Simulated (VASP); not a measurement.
Wanted: the native input for a VASP 6.6.1 run.

```
Task                   : single point
Functional             : r2SCAN
Potentials or basis    : VASP PAW PBE potentials, release 64 (Ba_sv)
Cutoff                 : 520 eV
k mesh                 : 6 × 6 × 6
Occupations            : fermi-dirac, width 0.05 eV
Spin                   : no spin polarisation
Dipole correction      : no
Further INCAR settings : ALGO = Normal; EDIFF = 1e-06; NBANDS = 11
```

The system is Ba.

```xyz
1
Lattice="3.9177 0.0000 0.0000 0.0000 3.9177 0.0000 0.0000 0.0000 3.9177" Properties=species:S:1:pos:R:3 pbc="T T T"
Ba    0.0000    0.0000    0.0000
```

The input as run:

POSCAR

```
Ba
1.0
    3.9177175405      0.0000000000      0.0000000000
    0.0000000000      3.9177175405      0.0000000000
    0.0000000000      0.0000000000      3.9177175405
Ba
1
Direct
    0.0000000000      0.0000000000      0.0000000000
```

INCAR.step1

```
ALGO     = Normal         # electronic algorithm
EDIFF    = 1E-4           # SCF threshold, eV
ENCUT    = 520            # plane-wave cutoff, eV
GGA      = PE             # functional
ISMEAR   = -1             # smearing method
LASPH    = T              # aspherical terms in the spheres
LCHARG   = F              # write CHGCAR
LREAL    = F              # projectors in reciprocal space
LWAVE    = T              # write WAVECAR
NBANDS   = 11             # bands
NELM     = 60             # most SCF steps
PREC     = Accurate       # precision mode
SIGMA    = 0.05           # smearing width, eV
```

INCAR.step2

```
ALGO     = Normal         # electronic algorithm
EDIFF    = 1E-6           # SCF threshold, eV
ENCUT    = 520            # plane-wave cutoff, eV
ISIF     = 2              # what is computed and relaxed
ISMEAR   = -1             # smearing method
ISTART   = 1            
LASPH    = T              # aspherical terms in the spheres
LCHARG   = T              # write CHGCAR
LELF     = T              # ELF
LMIXTAU  = T            
LREAL    = F              # projectors in reciprocal space
LVHAR    = T            
LWAVE    = F              # write WAVECAR
METAGGA  = R2SCAN         # meta-GGA
NBANDS   = 11             # bands
NELM     = 60             # most SCF steps
PREC     = Accurate       # precision mode
SIGMA    = 0.05           # smearing width, eV
```

KPOINTS

```
k-points
0
Gamma
  6 6 6
```

Potentials or basis: VASP PAW PBE potentials, release 64 (Ba_sv).

Command:

```console
$ cat potpaw_PBE.64/Ba_sv/POTCAR > POTCAR
$ cp INCAR.step1 INCAR
$ mpirun -np 1 vasp_std > vasp.out
$ cp INCAR.step2 INCAR
$ mpirun -np 1 vasp_std > vasp.out
```

Results of the run:

* Pressure: 0.1 GPa
* Band gap on the k mesh: zero (band 5 reaches 1.83 eV, above the bottom of band 6 at 1.77 eV)

Caveat: the PAW data sets were made with another functional, which shifts forces and pressure a little; spin-orbit coupling is left out, which moves the levels of the heavy elements.

It took 31 s on 1 thread of Intel(R) Xeon(R) Platinum 8559C (Emerald Rapids), with other jobs on the host, peak memory 0.17 GiB.
